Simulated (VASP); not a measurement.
# CdSe (F-43m) in VASP: single point with PBEsol

Aim: the single point of CdSe with PBEsol.

Everything below comes from runs of VASP 6.6.1. Logs are shortened: lines on timing, memory, paths and dates and some standing lists are left out, and cuts for length are marked.

### Step 1. The cell of the first run

The structure is cubic, space group F-43m (No. 216). Conventional cell: a = 6.082 Å, b = 6.082 Å, c = 6.082 Å, α = 90.00°, β = 90.00°, γ = 90.00°. Cd (site symmetry -43m) has 4 Se at 2.63 Å within 3.5 Å. Se (site symmetry -43m) has 4 Cd at 2.63 Å within 3.5 Å.

### Step 2. Single point, PBEsol, non-collinear spin, zero start, spin-orbit coupling

Contents of POSCAR:

```
CdSe
1.0
    0.0000000000      3.0410661763      3.0410661763
    3.0410661763      0.0000000000      3.0410661763
    3.0410661763      3.0410661763      0.0000000000
Cd Se
1 1
Direct
    0.0000000000      0.0000000000      0.0000000000
    0.2500000000      0.2500000000      0.2500000000
```

Contents of INCAR.step1:

```
SYSTEM = CdSe
PREC = Accurate
ENCUT = 520
EDIFF = 1E-6
ISMEAR = 0
SIGMA = 0.1
LREAL = .False.
LASPH = .True.
NELM = 150
ALGO = Normal
ISIF = 2
LWAVE = .False.
LCHARG = .True.
MAGMOM = 0 0 0 0 0 0
LSORBIT = .True.
GGA_COMPAT = .False.
LORBMOM = .True.
GGA = PS
NBANDS = 30
```

Contents of KPOINTS.step1:

```
Automatic mesh
0
Gamma
  12 12 12
  0 0 0
```

Contents of INCAR.step2:

```
SYSTEM = CdSe
PREC = Accurate
ENCUT = 520
EDIFF = 1E-6
ISMEAR = -5
SIGMA = 0.1
LREAL = .False.
LASPH = .True.
NELM = 150
ALGO = Normal
ISIF = 2
LWAVE = .False.
LCHARG = .False.
MAGMOM = 0 0 0 0 0 0
LORBIT = 10
LSORBIT = .True.
GGA_COMPAT = .False.
LORBMOM = .True.
GGA = PS
NBANDS = 30
NEDOS = 1001
ICHARG = 11
```

Contents of KPOINTS.step2:

```
Automatic mesh
0
Gamma
  18 18 18
  0 0 0
```

Potentials or basis: VASP PAW PBE potentials, release 64 (Cd, Se).

The run is started by

```bash
$ cat potpaw_PBE.64/Cd/POTCAR potpaw_PBE.64/Se/POTCAR > POTCAR
$ cp INCAR.step1 INCAR
$ cp KPOINTS.step1 KPOINTS
$ mpirun -np 1 vasp_ncl > vasp.out
$ cp INCAR.step2 INCAR
$ cp KPOINTS.step2 KPOINTS
$ mpirun -np 1 vasp_ncl > vasp.out
```

OUTCAR:

```text
SYSTEM = CdSe
   PREC = Accurate
   ENCUT = 520
   EDIFF = 1E-6
   ISMEAR = -5
   LREAL = .False.
   LASPH = .True.
   NELM = 150
   ISIF = 2
   LORBIT = 10
   LSORBIT = .True.
   GGA = PS
   ICHARG = 11

 ion  position               nearest neighbor table
   1  0.000  0.000  0.000-   2 2.63   2 2.63   2 2.63   2 2.63
   2  0.250  0.250  0.250-   1 2.63   1 2.63   1 2.63   1 2.63

  LATTYP: Found a face centered cubic cell.
 ALAT       =     6.0821323526

  Lattice vectors:

 A1 = (   0.0000000000,   3.0410661763,   3.0410661763)
 A2 = (   3.0410661763,   0.0000000000,   3.0410661763)
 A3 = (   3.0410661763,   3.0410661763,   0.0000000000)

Analysis of symmetry for initial positions (statically):
=====================================================================
 Subroutine PRICEL returns:
 Original cell was already a primitive cell.

 Routine SETGRP: Setting up the symmetry group for a
 face centered cubic supercell.

 Subroutine GETGRP returns: Found 24 space group operations
 (whereof 24 operations were pure point group operations)
 out of a pool of 48 trial point group operations.

The static configuration has the point symmetry T_d .

Analysis of symmetry for dynamics (positions and initial velocities):
=====================================================================
 Subroutine PRICEL returns:
 Original cell was already a primitive cell.

 Routine SETGRP: Setting up the symmetry group for a
 face centered cubic supercell.

 Subroutine GETGRP returns: Found 24 space group operations
 (whereof 24 operations were pure point group operations)
 out of a pool of 48 trial point group operations.

The dynamic configuration has the point symmetry T_d .

Analysis of structural, dynamic, and magnetic symmetry:
=====================================================================
 Subroutine PRICEL returns:
 Original cell was already a primitive cell.

 Routine SETGRP: Setting up the symmetry group for a
 face centered cubic supercell.

 Subroutine GETGRP returns: Found 24 space group operations
 (whereof 24 operations were pure point group operations)
 out of a pool of 48 trial point group operations.

The overall configuration has the point symmetry T_d .

 Subroutine INISYM returns: Found 24 space group operations
 (whereof 24 operations are pure point group operations),
 and found     1 'primitive' translations

----------------------------------------------------------------------------------------

[... 965 lines left out ...]
    total drift:                                0.000000      0.000000      0.000000

  FREE ENERGIE OF THE ION-ELECTRON SYSTEM (eV)
  ---------------------------------------------------
  free  energy   TOTEN  =        -6.2275063345 eV

  energy  without entropy=       -6.2275063345  energy(sigma->0) =       -6.22750633

 orbital moment (x)

 # of ion     p       d       tot
 ----------------------------------------
  1        -0.000   0.000   0.000
  2         0.000   0.000   0.000
 ----------------------------------------
           -0.000   0.000   0.000

 orbital moment (y)

 # of ion     p       d       tot
 ----------------------------------------
  1         0.000   0.000   0.000
  2         0.000  -0.000   0.000
 ----------------------------------------
            0.000   0.000   0.000

 orbital moment (z)

 # of ion     p       d       tot
 ----------------------------------------
  1         0.000   0.000   0.000
  2         0.000   0.000   0.000
 ----------------------------------------
            0.000   0.000   0.000

 Spin-Orbit-Coupling matrix elements

 Ion:    1  E_soc:     -0.0588046
 l=   1
     0.0000000    -0.0027934    -0.0027934
    -0.0027934     0.0000000    -0.0027934
    -0.0027934    -0.0027934     0.0000000
 l=   2
     0.0000000    -0.0014197     0.0000000    -0.0014197    -0.0055876
    -0.0014197     0.0000000    -0.0041907    -0.0014197    -0.0013969
     0.0000000    -0.0041907     0.0000000    -0.0041907     0.0000000
    -0.0014197    -0.0014197    -0.0041907     0.0000000    -0.0013969
    -0.0055876    -0.0013969     0.0000000    -0.0013969     0.0000000
 l=   3
     0.0000000     0.0000000     0.0000000     0.0000000     0.0000000     0.0000000     0.0000000
     0.0000000     0.0000000     0.0000000     0.0000000     0.0000000     0.0000000     0.0000000
     0.0000000     0.0000000     0.0000000     0.0000000     0.0000000     0.0000000     0.0000000
     0.0000000     0.0000000     0.0000000     0.0000000     0.0000000     0.0000000     0.0000000
     0.0000000     0.0000000     0.0000000     0.0000000     0.0000000     0.0000000     0.0000000
     0.0000000     0.0000000     0.0000000     0.0000000     0.0000000     0.0000000     0.0000000
     0.0000000     0.0000000     0.0000000     0.0000000     0.0000000     0.0000000     0.0000000

 Ion:    2  E_soc:     -0.0402544
 l=   1
     0.0000000    -0.0067015    -0.0067015
    -0.0067015     0.0000000    -0.0067015
    -0.0067015    -0.0067015     0.0000000
 l=   2
     0.0000000    -0.0000035     0.0000000    -0.0000035    -0.0000041
    -0.0000035     0.0000000    -0.0000031    -0.0000035    -0.0000010
     0.0000000    -0.0000031     0.0000000    -0.0000031     0.0000000
    -0.0000035    -0.0000035    -0.0000031     0.0000000    -0.0000010
    -0.0000041    -0.0000010     0.0000000    -0.0000010     0.0000000
 l=   3
     0.0000000     0.0000000     0.0000000     0.0000000     0.0000000     0.0000000     0.0000000
     0.0000000     0.0000000     0.0000000     0.0000000     0.0000000     0.0000000     0.0000000
     0.0000000     0.0000000     0.0000000     0.0000000     0.0000000     0.0000000     0.0000000
     0.0000000     0.0000000     0.0000000     0.0000000     0.0000000     0.0000000     0.0000000
     0.0000000     0.0000000     0.0000000     0.0000000     0.0000000     0.0000000     0.0000000
     0.0000000     0.0000000     0.0000000     0.0000000     0.0000000     0.0000000     0.0000000
     0.0000000     0.0000000     0.0000000     0.0000000     0.0000000     0.0000000     0.0000000

 total charge

# of ion       s       p       d       tot
------------------------------------------
    1        0.450   0.319   9.550  10.318
    2        1.446   2.376   0.023   3.845
--------------------------------------------------
tot          1.896   2.695   9.572  14.163

 magnetization (x)

# of ion       s       p       d       tot
------------------------------------------
    1        0.000   0.000  -0.000  -0.000
    2        0.000   0.000   0.000   0.000
--------------------------------------------------
tot          0.000   0.000  -0.000   0.000

 magnetization (y)

# of ion       s       p       d       tot
------------------------------------------
    1        0.000   0.000   0.000   0.000
    2        0.000   0.000  -0.000   0.000
--------------------------------------------------
tot          0.000   0.000   0.000   0.000

 magnetization (z)

# of ion       s       p       d       tot
------------------------------------------
    1       -0.000  -0.000   0.000  -0.000
    2       -0.000  -0.000   0.000  -0.000
--------------------------------------------------
tot         -0.000  -0.000   0.000  -0.000
```

OUTCAR.step1:

```text
SYSTEM = CdSe
   PREC = Accurate
   ENCUT = 520
   EDIFF = 1E-6
   ISMEAR = 0
   LREAL = .False.
[... 1105 lines left out ...]
     0.0000000     0.0000000     0.0000000     0.0000000     0.0000000     0.0000000     0.0000000
     0.0000000     0.0000000     0.0000000     0.0000000     0.0000000     0.0000000     0.0000000
     0.0000000     0.0000000     0.0000000     0.0000000     0.0000000     0.0000000     0.0000000
     0.0000000     0.0000000     0.0000000     0.0000000     0.0000000     0.0000000     0.0000000
     0.0000000     0.0000000     0.0000000     0.0000000     0.0000000     0.0000000     0.0000000
     0.0000000     0.0000000     0.0000000     0.0000000     0.0000000     0.0000000     0.0000000

=======================================================================

 ========================================================
```

Wall time 6.7 min (1 thread of Intel Xeon 6975P-C (Granite Rapids), shared host); peak memory 0.89 GiB.

What came out:

| Item | Value |
| --- | --- |
| Net moment | 0.00 μB per cell |
| Valence electrons inside the program's atomic spheres | Cd 10.32; Se 3.85 |

Moments on the atoms (μB; x, y, z):
```
Cd  0.00 0.00 0.00
Se  0.00 0.00 0.00
```
